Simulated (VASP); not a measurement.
**Rh: single point with PBE**

The system is Rh.

```xyz
2
Lattice="0.0000 2.7562 2.7562 2.7562 0.0000 2.7562 2.7562 2.7562 0.0000" Properties=species:S:1:pos:R:3 pbc="T T T"
Rh   -0.6891   -0.6891   -0.6891
Rh    0.6891    0.6891    0.6891
```

* Program: VASP 6.6.1
* Task: single point
* Functional: PBE
* Potentials or basis: VASP PAW PBE potentials, release 64 (Rh_pv)
* Cutoff: 500 eV
* k mesh: 13 × 13 × 13
* Occupations: fermi-dirac, width 0.05 eV
* Spin: no spin polarisation
* Dipole correction: no
* Further INCAR settings: ALGO = Normal; EDIFF = 1e-06; NBANDS = 22

```yaml
Pressure: 0.2 GPa
Band_gap_on_the_k_mesh: zero (band 15 reaches 6.96 eV, above the bottom of band 16 at 5.83 eV)
```

Levels at points of the mesh, in eV from the Fermi level:
```tsv
k point	band 13	band 14	band 15	band 16	band 17	band 18
(0.00, 0.00, 0.00)	-1.43	-1.43	-1.43	0.35	0.35	12.51
```

It took 21 s on 1 thread of AMD EPYC 9R45 (Zen 5), on a shared host, peak memory 0.16 GiB.
